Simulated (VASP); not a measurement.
# Rb (Im-3m) in VASP: notebook

Runs on Rb. Level: PBEsol. Tasks: electric field gradients.

All numbers are computed with VASP 6.6.1; they aren't measurements. Logs are shortened: lines on timing, memory, paths and dates and some standing lists are left out, and cuts for length are marked.

**1. The cell of the first run**

It takes space group Im-3m (No. 229, cubic). Conventional cell: a = 5.497 Å, b = 5.497 Å, c = 5.497 Å, α = 90.00°, β = 90.00°, γ = 90.00°.

**2. Electric field gradients, PBEsol (83.07 Å³/atom)**

Input file INCAR:

```
PREC = Accurate
ENCUT = 520
EDIFF = 1E-8
ISMEAR = -1
SIGMA = 0.05
LREAL = False
LASPH = True
NELM = 80
ALGO = Normal
ISIF = 2
LWAVE = False
LCHARG = False
GGA = PS
LEFG = True
NBANDS = 10
```

Input file KPOINTS:

```
Automatic mesh
0
Gamma
  8 8 8
```

Input file POSCAR:

```
Rb
1.0
   -2.7487186211      2.7487186211      2.7487186211
    2.7487186211     -2.7487186211      2.7487186211
    2.7487186211      2.7487186211     -2.7487186211
Rb
1
Direct
    0.0000000000      0.0000000000      0.0000000000
```

Potentials or basis: VASP PAW PBE potentials, release 64 (Rb_sv).

The run is started by

```bash
> cat potpaw_PBE.64/Rb_sv/POTCAR > POTCAR
> mpirun -np 1 vasp_std > vasp.out
```

OUTCAR:

```text
PREC = Accurate
   ENCUT = 520
   EDIFF = 1E-8
   ISMEAR = -1
   LREAL = False
   LASPH = True
   NELM = 80
   ISIF = 2
   GGA = PS

 ion  position               nearest neighbor table
   1  0.000  0.000  0.000-

  LATTYP: Found a body centered cubic cell.
 ALAT       =     5.4974372422

  Lattice vectors:

 A1 = (  -2.7487186211,   2.7487186211,   2.7487186211)
 A2 = (   2.7487186211,  -2.7487186211,   2.7487186211)
 A3 = (   2.7487186211,   2.7487186211,  -2.7487186211)

Analysis of symmetry for initial positions (statically):
=====================================================================
 Subroutine PRICEL returns:
 Original cell was already a primitive cell.

 Routine SETGRP: Setting up the symmetry group for a
 body centered cubic supercell.

 Subroutine GETGRP returns: Found 48 space group operations
 (whereof 48 operations were pure point group operations)
 out of a pool of 48 trial point group operations.

The static configuration has the point symmetry O_h .

Analysis of symmetry for dynamics (positions and initial velocities):
=====================================================================
 Subroutine PRICEL returns:
 Original cell was already a primitive cell.

 Routine SETGRP: Setting up the symmetry group for a
 body centered cubic supercell.

 Subroutine GETGRP returns: Found 48 space group operations
 (whereof 48 operations were pure point group operations)
 out of a pool of 48 trial point group operations.

The dynamic configuration has the point symmetry O_h .

 Subroutine INISYM returns: Found 48 space group operations
 (whereof 48 operations are pure point group operations),
 and found     1 'primitive' translations

----------------------------------------------------------------------------------------

                                     Primitive cell

  volume of cell :      83.0713

  direct lattice vectors                    reciprocal lattice vectors
    -2.748718621  2.748718621  2.748718621     0.000000000  0.181902941  0.181902941
     2.748718621 -2.748718621  2.748718621     0.181902941  0.000000000  0.181902941
     2.748718621  2.748718621 -2.748718621     0.181902941  0.181902941  0.000000000

  length of vectors
     4.760920307  4.760920307  4.760920307     0.257249606  0.257249606  0.257249606

  position of ions in fractional coordinates (direct lattice)
     0.000000000  0.000000000  0.000000000

  ion indices of the primitive-cell ions
   primitive index   ion index
                 1           1

----------------------------------------------------------------------------------------

 KPOINTS: Automatic mesh

Automatic generation of k-mesh.
 Grid dimensions read from file:
 generate k-points for:    8    8    8

 Generating k-lattice:

  Cartesian coordinates                     Fractional coordinates (reciprocal lattice)
     0.000000000  0.022737868  0.022737868     0.125000000  0.000000000  0.000000000
     0.022737868  0.000000000  0.022737868     0.000000000  0.125000000  0.000000000
     0.022737868  0.022737868  0.000000000     0.000000000  0.000000000  0.125000000

  Length of vectors
     0.032156201  0.032156201  0.032156201

  Shift w.r.t. Gamma in fractional coordinates (k-lattice)
     0.000000000  0.000000000  0.000000000

 Subroutine IBZKPT returns following result:
 ===========================================

 Found     29 irreducible k-points:

 Following reciprocal coordinates:
            Coordinates               Weight
  0.000000  0.000000  0.000000      1.000000
  0.125000  0.000000  0.000000     12.000000
  0.250000  0.000000  0.000000     12.000000
  0.375000  0.000000  0.000000     12.000000
  0.500000  0.000000  0.000000      6.000000
  0.125000  0.125000  0.000000     24.000000
[... 16 lines left out ...]
 -0.250000  0.250000  0.250000      6.000000
 -0.375000  0.375000  0.250000     24.000000
 [... further k-points ...]
   k-points           NKPTS =     29   k-points in BZ     NKDIM =     29   number of bands    NBANDS=     10
   number of dos      NEDOS =    301   number of ions     NIONS =      1
   total plane-waves  NPLWV =  46656
   dimension x,y,z NGX =    36 NGY =   36 NGZ =   36
   dimension x,y,z NGXF=    72 NGYF=   72 NGZF=   72
   ions per type =               1
   NGX,Y,Z   is equivalent  to a cutoff of  12.57, 12.57, 12.57 a.u.
   NGXF,Y,Z  is equivalent  to a cutoff of  25.14, 25.14, 25.14 a.u.
 SYSTEM =  unknown system
   PREC   = accura    normal or accurate (medium, high low for compatibility)
   ISTART =      0    job   : 0-new  1-cont  2-samecut
   ICHARG =      2    charge: 1-file 2-atom 10-const
   ISPIN  =      1    spin polarized calculation?
   LNONCOLLINEAR =      F non collinear calculations
   LSORBIT =      F    spin-orbit coupling
   LASPH  =      T    aspherical Exc in radial PAW
   ENCUT  =  520.0 eV  38.22 Ry    6.18 a.u.   8.85  8.85  8.85*2*pi/ulx,y,z
   NELM   =     80;   NELMIN=  2; NELMDL= -5     # of ELM steps
   EDIFF  = 0.1E-07   stopping-criterion for ELM
   LREAL  =      F    real-space projection
   EDIFFG = 0.1E-06   stopping-criterion for IOM
   NSW    =      0    number of steps for IOM
   IBRION =     -1    ionic relax: 0-MD 1-quasi-New 2-CG
   NFREE  =      0    steps in history (QN), initial steepest desc. (CG)
   ISIF   =      2    stress and relaxation
   ISYM   =      2    0-nonsym 1-usesym 2-fastsym
   POTIM  = 0.5000    time-step for ionic-motion
   TEBEG  =    0.0;   TEEND  =   0.0 temperature during run
   PSTRESS=    0.0 pullay stress
   NELECT =       9.0000    total number of electrons
   NUPDOWN=      -1.0000    fix difference up-down
   EMIN   =  10.00;   EMAX   =-10.00  energy-range for DOS
   EFERMI =   0.00;   METHOD = LEGACY
   ISMEAR =    -1;   SIGMA  =   0.05  broadening in eV -4-tet -1-fermi 0-gaus
   EFERMI_NEDOS =   21; number of points for ismear=-14 and -15
   IALGO  =     38    algorithm
   IMIX   =      4    mixing-type and parameters
     AMIX     =   0.40;   BMIX     =  1.00
     AMIX_MAG =   1.60;   BMIX_MAG =  1.00
  volume/ion in A,a.u.               =      83.07       560.59
  Fermi-wavevector in a.u.,A,eV,Ry     =   0.780439  1.474815  8.287096  0.609084
  Thomas-Fermi vector in A             =   1.883750
   LORBIT       =      0    0 simple, 1 ext, 2 COOP (PROOUT), +10 PAW based schemes
   GGA     = PS    functional components
   LHFCALC =     F    Hartree Fock is set to
   AEXX    =    0.0000 exact exchange contribution
   IVDW    =     0    specifies the selected vdW correction
   LEPSILON=     F    determine dielectric tensor
   LRPA    =     F    only Hartree local field effects (RPA)
 non-spin polarized calculation
  energy-cutoff  :      520.00
  volume of cell :       83.07
 maximum number of plane-waves:      2256
   NGX = 17   NGY = 17   NGZ = 17

 number of electron       9.0000000 magnetization

 Free energy of the ion-electron system (eV)
  ---------------------------------------------------
  ext. energy  EPLUGINS =         0.00000000
  ---------------------------------------------------
  free energy    TOTEN  =        -1.02219623 eV

  energy without entropy =       -1.01139736  energy(sigma->0) =       -1.01679679

 E-fermi :   0.1752     XC(G=0):  -5.7528

 val. band max:        0.1383547560   @ k =   0.2500   0.2500   0.0000
 cond. band min:       0.2289261683   @ k =   0.3750   0.1250   0.0000
 fundamental gap:      0.0905714123
 Fermi energy:         0.1752234847

 k-point     1 :       0.0000    0.0000    0.0000
  band No.  band energies     occupation
      1     -28.6550      2.00000
      2     -12.6913      2.00000
      3     -12.6913      2.00000
      4     -12.6913      2.00000
      5      -1.9460      2.00000
      6       3.9158      0.00000
      7       3.9158      0.00000
      8       3.9158      0.00000
      9       4.9298      0.00000
     10       4.9298      0.00000

 k-point     2 :       0.1250    0.0000    0.0000
  band No.  band energies     occupation
      1     -28.6540      2.00000
      2     -12.7112      2.00000
      3     -12.6977      2.00000
      4     -12.6913      2.00000
      5      -1.7463      2.00000
      6       3.5868      0.00000
      7       3.6610      0.00000
      8       4.1056      0.00000
      9       4.6552      0.00000
     10       4.8656      0.00000
[... 274 lines left out ...]
 k-point    24 :      -0.3750    0.3750    0.2500
  band No.  band energies     occupation
      1     -28.6467      2.00000
      2     -12.7896      2.00000
      3     -12.7531      2.00000
      4     -12.7402      2.00000
      5       0.2726      0.24986
      6       1.8416      0.00000
      7       3.1944      0.00000
      8       3.2194      0.00000
      9       4.3477      0.00000
     10       5.5275      0.00000

 [... further k-points ...]

------------------------ aborting loop because EDIFF is reached ----------------------------------------

  FORCE on cell =-STRESS in cart. coord.  units (eV):
  Direction    XX          YY          ZZ          XY          YZ          ZX
  --------------------------------------------------------------------------------------
  -------------------------------------------------------------------------------------
  Total        0.0696605      0.0696605      0.0696605      0.0000000      0.0000000      0.0000000
  in kB        1.3435260      1.3435260      1.3435260      0.0000000      0.0000000      0.0000000
  external PRESSURE =       1.3435260 kB  Pullay stress =       0.0000000 kB

 VOLUME and BASIS-vectors are now :
 -----------------------------------------------------------------------------
  energy-cutoff  :      520.00
  volume of cell :       83.07
      direct lattice vectors                 reciprocal lattice vectors
    -2.748718621  2.748718621  2.748718621     0.000000000  0.181902941  0.181902941
     2.748718621 -2.748718621  2.748718621     0.181902941  0.000000000  0.181902941
     2.748718621  2.748718621 -2.748718621     0.181902941  0.181902941  0.000000000

 POSITION                                       TOTAL-FORCE (eV/Angst)
 -----------------------------------------------------------------------------------
      0.00000      0.00000      0.00000        -0.000000      0.000000      0.000000
 -----------------------------------------------------------------------------------
    total drift:                               -0.000000      0.000000      0.000000

  FREE ENERGIE OF THE ION-ELECTRON SYSTEM (eV)
  ---------------------------------------------------
  free  energy   TOTEN  =        -1.0221962253 eV

  energy  without entropy=       -1.0113973606  energy(sigma->0) =       -1.01679679

 Electric field gradients (V/A^2)
---------------------------------------------------------------------
 ion       V_xx      V_yy      V_zz      V_xy      V_xz      V_yz
---------------------------------------------------------------------
   1      -0.000    -0.000    -0.000     0.000     0.000     0.000
---------------------------------------------------------------------

 Electric field gradients after diagonalization (V/A^2)
 (convention: |V_zz| > |V_xx| > |V_yy|)
----------------------------------------------------------------------
 ion       V_xx      V_yy      V_zz     asymmetry (V_yy - V_xx)/ V_zz
----------------------------------------------------------------------
   1      -0.000    -0.000     0.000       0.000
----------------------------------------------------------------------

           NMR quadrupolar parameters

 Cq : quadrupolar parameter    Cq=e*Q*V_zz/h
 eta: asymmetry parameters     (V_yy - V_xx)/ V_zz
 Q  : nuclear electric quadrupole moment in mb (millibarn)
----------------------------------------------------------------------
 ion       Cq(MHz)       eta       Q (mb)
----------------------------------------------------------------------
   1       0.000       0.000       1.000
----------------------------------------------------------------------
```

It took 12 s on 1 thread of Intel Xeon 6975P-C (Granite Rapids), shared host; peak memory 0.19 GiB.

What came out:

```
Free energy                             : -1.0222 eV
Pressure                                : 0.1 GPa
Band gap on the k mesh                  : zero (an odd number of electrons rules out a gap without spin polarisation)
Largest electric field gradient by atom : zero within the noise of the run
```

Levels at points of the mesh, in eV from the Fermi level:
```csv
k point,band 2,band 3,band 4,band 5,band 6,band 7
"(0.00, 0.00, 0.00)",-12.87,-12.87,-12.87,-2.12,3.74,3.74
"(0.50, 0.00, 0.00)",-13.00,-12.91,-12.87,0.19,0.83,2.58
"(0.50, 0.50, 0.50)",-12.96,-12.96,-12.96,1.18,1.18,3.46
```

Caveat: the PAW data sets were made with another functional, which shifts forces and pressure a little.

**3. Electric field gradients, PBEsol (86.61 Å³/atom)**

This run uses another cell than the first one, of 86.61 Å³/atom.

Input file INCAR:

```
PREC = Accurate ; ENCUT = 520
EDIFF = 1E-8 ; ISMEAR = -1
SIGMA = 0.05 ; LREAL = F
LASPH = T ; NELM = 100
ALGO = Normal ; ISIF = 2
LWAVE = F ; LCHARG = F
GGA = PS ; LEFG = T
NBANDS = 10
```

KPOINTS is that of step 2.

Input file POSCAR:

```
Rb
1.0
   -2.7871672178      2.7871672178      2.7871672178
    2.7871672178     -2.7871672178      2.7871672178
    2.7871672178      2.7871672178     -2.7871672178
Rb
1
Direct
    0.0000000000      0.0000000000      0.0000000000
```

Potentials or basis: VASP PAW PBE potentials, release 64 (Rb_sv).

The run is started by

```bash
> cat potpaw_PBE.64/Rb_sv/POTCAR > POTCAR
> mpirun -np 1 vasp_std > vasp.out
```

OUTCAR:

```text
PREC = Accurate
   ENCUT = 520
   EDIFF = 1E-8
   ISMEAR = -1
   LREAL = F
   LASPH = T
   NELM = 100
   ISIF = 2
   GGA = PS

 ion  position               nearest neighbor table
   1  0.000  0.000  0.000-

  LATTYP: Found a body centered cubic cell.
 ALAT       =     5.5743344356

  Lattice vectors:

 A1 = (  -2.7871672178,   2.7871672178,   2.7871672178)
 A2 = (   2.7871672178,  -2.7871672178,   2.7871672178)
 A3 = (   2.7871672178,   2.7871672178,  -2.7871672178)

Analysis of symmetry for initial positions (statically):
=====================================================================
 Subroutine PRICEL returns:
 Original cell was already a primitive cell.

 Routine SETGRP: Setting up the symmetry group for a
 body centered cubic supercell.

 Subroutine GETGRP returns: Found 48 space group operations
 (whereof 48 operations were pure point group operations)
 out of a pool of 48 trial point group operations.

The static configuration has the point symmetry O_h .

Analysis of symmetry for dynamics (positions and initial velocities):
=====================================================================
 Subroutine PRICEL returns:
 Original cell was already a primitive cell.

 Routine SETGRP: Setting up the symmetry group for a
 body centered cubic supercell.

 Subroutine GETGRP returns: Found 48 space group operations
 (whereof 48 operations were pure point group operations)
 out of a pool of 48 trial point group operations.

[... 156 lines left out ...]
      3     -12.8146      2.00000
      4     -12.8146      2.00000
      5      -1.9856      2.00000
      6       3.7820      0.00000
      7       3.7820      0.00000
      8       3.7820      0.00000
      9       4.7643      0.00000
     10       4.7643      0.00000
[... 287 lines left out ...]
 k-point    24 :      -0.3750    0.3750    0.2500
  band No.  band energies     occupation
      1     -28.7661      2.00000
      2     -12.8999      2.00000
      3     -12.8686      2.00000
      4     -12.8572      2.00000
      5       0.1718      0.26141
      6       1.7494      0.00000
      7       3.0415      0.00000
      8       3.0714      0.00000
      9       4.1646      0.00000
     10       5.3337      0.00000

 [... further k-points ...]

------------------------ aborting loop because EDIFF is reached ----------------------------------------

  FORCE on cell =-STRESS in cart. coord.  units (eV):
  Direction    XX          YY          ZZ          XY          YZ          ZX
  --------------------------------------------------------------------------------------
  -------------------------------------------------------------------------------------
  Total        0.0010382      0.0010382      0.0010382      0.0000000     -0.0000000      0.0000000
  in kB        0.0192054      0.0192054      0.0192054      0.0000000     -0.0000000      0.0000000
  external PRESSURE =       0.0192054 kB  Pullay stress =       0.0000000 kB

 VOLUME and BASIS-vectors are now :
 -----------------------------------------------------------------------------
  energy-cutoff  :      520.00
  volume of cell :       86.61
      direct lattice vectors                 reciprocal lattice vectors
    -2.787167218  2.787167218  2.787167218     0.000000000  0.179393614  0.179393614
     2.787167218 -2.787167218  2.787167218     0.179393614  0.000000000  0.179393614
     2.787167218  2.787167218 -2.787167218     0.179393614  0.179393614  0.000000000

 POSITION                                       TOTAL-FORCE (eV/Angst)
 -----------------------------------------------------------------------------------
      0.00000      0.00000      0.00000         0.000000      0.000000      0.000000
 -----------------------------------------------------------------------------------
    total drift:                               -0.000000      0.000000      0.000000

  FREE ENERGIE OF THE ION-ELECTRON SYSTEM (eV)
  ---------------------------------------------------
  free  energy   TOTEN  =        -1.0236952524 eV

  energy  without entropy=       -1.0129707668  energy(sigma->0) =       -1.01833301

 Electric field gradients (V/A^2)
---------------------------------------------------------------------
 ion       V_xx      V_yy      V_zz      V_xy      V_xz      V_yz
---------------------------------------------------------------------
   1       0.000    -0.000    -0.000     0.000     0.000     0.000
---------------------------------------------------------------------

 Electric field gradients after diagonalization (V/A^2)
 (convention: |V_zz| > |V_xx| > |V_yy|)
----------------------------------------------------------------------
 ion       V_xx      V_yy      V_zz     asymmetry (V_yy - V_xx)/ V_zz
----------------------------------------------------------------------
   1      -0.000    -0.000     0.000       0.000
----------------------------------------------------------------------

           NMR quadrupolar parameters

 Cq : quadrupolar parameter    Cq=e*Q*V_zz/h
 eta: asymmetry parameters     (V_yy - V_xx)/ V_zz
 Q  : nuclear electric quadrupole moment in mb (millibarn)
----------------------------------------------------------------------
 ion       Cq(MHz)       eta       Q (mb)
----------------------------------------------------------------------
   1       0.000       0.000       1.000
----------------------------------------------------------------------
```

Run time: 11 s. Hardware: 1 thread of Intel Xeon 6975P-C (Granite Rapids), shared host; peak memory 0.2 GiB.

What came out:

```
Free energy                             : -1.0237 eV
Pressure                                : 0.0 GPa
Band gap on the k mesh                  : zero (an odd number of electrons rules out a gap without spin polarisation)
Largest electric field gradient by atom : zero within the noise of the run
```

Caveat: the PAW data sets were made with another functional, which shifts forces and pressure a little.

(Part 1 of 2 ends here.)
